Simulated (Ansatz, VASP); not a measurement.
**One calculation of Si7PdC8, two programs**

Contents of INCAR:

```
  PREC = Accurate
  ENCUT = 520
  EDIFF = 1E-7
  ISMEAR = 0
  SIGMA = 0.05
  LREAL = Auto
  LASPH = T
  NELM = 150
  ALGO = Normal
  ISIF = 2
  LWAVE = F
  LCHARG = F
  ISPIN = 2
  MAGMOM = 4 0 0 0 0 0 0 0 0 0 0 0 0 0 0 0
  LORBIT = 11
  LMAXMIX = 4
  GGA = PS
  NBANDS = 53
```

The input KPOINTS:

```
regular mesh
0
Gamma
  3 3 3
```

POSCAR

```
Si7PdC8
1.0
    0.0000000000      4.3580000000      4.3580000000
    4.3580000000      0.0000000000      4.3580000000
    4.3580000000      4.3580000000      0.0000000000
Pd Si C
1 7 8
Direct
    0.9985120068      0.0014817106      0.0001348684
    0.9959776440      0.9993993439      0.5023713880
    0.9960239966      0.5039575895      0.9977614746
    0.9960195893      0.5039464916      0.5023744001
    0.5006153515      0.9994179348      0.9977393167
    0.5005922752      0.9994411165      0.5022896129
    0.5006409381      0.5039571230      0.9977444199
    0.4982886190      0.5017127018      0.5000509255
    0.1331292654      0.1365160330      0.1348897383
    0.1330554484      0.1364773051      0.5957024134
    0.1331867839      0.5970788001      0.1349118402
    0.1239869420      0.6264598039      0.6248269315
    0.5940531588      0.1364707605      0.1347536752
    0.6230374944      0.1274138327      0.6248083382
    0.6230746445      0.6264712122      0.1257393475
    0.6230697129      0.6264859288      0.6248020359
```

Input for Ansatz:

```yaml
crystal:
  lattice:
    - [0.0, 4.358, 4.358]
    - [4.358, 0.0, 4.358]
    - [4.358, 4.358, 0.0]
  atoms:
    - { symbol: Pd, position: [0.9985120068, 0.0014817106, 0.0001348684], spin: 4.0 }
    - { symbol: Si, position: [0.995977644, 0.9993993439, 0.502371388] }
    - { symbol: Si, position: [0.9960239966, 0.5039575895, 0.9977614746] }
    - { symbol: Si, position: [0.9960195893, 0.5039464916, 0.5023744001] }
    - { symbol: Si, position: [0.5006153515, 0.9994179348, 0.9977393167] }
    - { symbol: Si, position: [0.5005922752, 0.9994411165, 0.5022896129] }
    - { symbol: Si, position: [0.5006409381, 0.503957123, 0.9977444199] }
    - { symbol: Si, position: [0.498288619, 0.5017127018, 0.5000509255] }
    - { symbol: C, position: [0.1331292654, 0.136516033, 0.1348897383] }
    - { symbol: C, position: [0.1330554484, 0.1364773051, 0.5957024134] }
    - { symbol: C, position: [0.1331867839, 0.5970788001, 0.1349118402] }
    - { symbol: C, position: [0.123986942, 0.6264598039, 0.6248269315] }
    - { symbol: C, position: [0.5940531588, 0.1364707605, 0.1347536752] }
    - { symbol: C, position: [0.6230374944, 0.1274138327, 0.6248083382] }
    - { symbol: C, position: [0.6230746445, 0.6264712122, 0.1257393475] }
    - { symbol: C, position: [0.6230697129, 0.6264859288, 0.6248020359] }
basis:
  ecutwfc: 420
  ecutrho_ratio: 4
kpoints:
  mp_grid: { grid: [3, 3, 3] }
hamiltonian:
  xc: pbesol
scf:
  occupations: { method: gaussian, width: 0.05 }
  lower_state_search: "off"
  max_iter: 150
output:
  forces: true
  stress: true
  eigenvalues: true
  populations: true
  hubbard: { sites: [{ site: 0, l: d }] }
magnetization:
  spin_polarized: true
```

Alike in both runs: task single point; functional PBEsol; k mesh 3 × 3 × 3; occupations gaussian, width 0.05 eV; collinear spin.

|  | VASP | Ansatz |
| --- | --- | --- |
| version | VASP 6.6.1 | Ansatz 0.2.0 |
| potentials or method | VASP PAW PBE potentials, release 64 (Pd, Si, C), cutoff 520 eV | scalar-relativistic, plane waves, PAW |
| valence electrons in the cell | 70 | 78 |

|  | VASP | Ansatz | Ansatz less VASP |
| --- | --- | --- | --- |
| gap on the k mesh at the Fermi level (eV) | none | none | - |
| pressure (GPa) | 7.6 | 7.3 | -0.32 |
| rms of the force components (eV/Å) | 0.058 | 0.059 | +0.0016 |
| net moment per atom (μB) | 0.00 | 0.00 | 0.000 |

VASP's potentials were made for PBE, not for PBEsol. Atom by atom the forces differ by 0.005 eV/Å (rms over components). A gap of «none» marks a metal or a gap that the smearing closes. VASP's potentials hold 70 valence electrons a cell and Ansatz's 78, so a difference there can come from the potentials and not from the codes. Ansatz's warnings: filled band counts differ across k points, seeded moment not kept.

The k mesh is coarse, so the values compare programs but aren't converged.
